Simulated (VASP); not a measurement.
A run of VASP 6.6.1 is set up as follows.

INCAR

```
SYSTEM = Ca
  PREC = Accurate
  ENCUT = 520
  EDIFF = 1E-6
  ISMEAR = -1
  SIGMA = 0.1
  LREAL = .False.
  LASPH = .True.
  NELM = 60
  ALGO = Normal
  ISIF = 2
  LWAVE = .False.
  LCHARG = .False.
  GGA = RP
  NBANDS = 17
```

KPOINTS

```
Automatic mesh
0
Gamma
  10 10 6
  0 0 0
```

The input POSCAR:

```
Ca
1.0
    3.9224624288      0.0000000000      0.0000000000
   -1.9612312144      3.3969521087      0.0000000000
    0.0000000000      0.0000000000      6.4390076647
Ca
2
Direct
    0.3333333333      0.6666666667      0.2500000000
    0.6666666667      0.3333333333      0.7500000000
```

Potentials or basis: VASP PAW PBE potentials, release 64 (Ca_sv).

Command:

```sh
$ cat potpaw_PBE.64/Ca_sv/POTCAR > POTCAR
$ mpirun -np 1 vasp_std > vasp.out
```

Problem. What does it give for the pressure?

Solution. 0.7 GPa.

Problem. Estimate the band gap on the k mesh.

Solution. Zero (bands 10 and 11 overlap by 0.43 eV).

Caveat: the PAW data sets were made with another functional, which shifts forces and pressure a little.
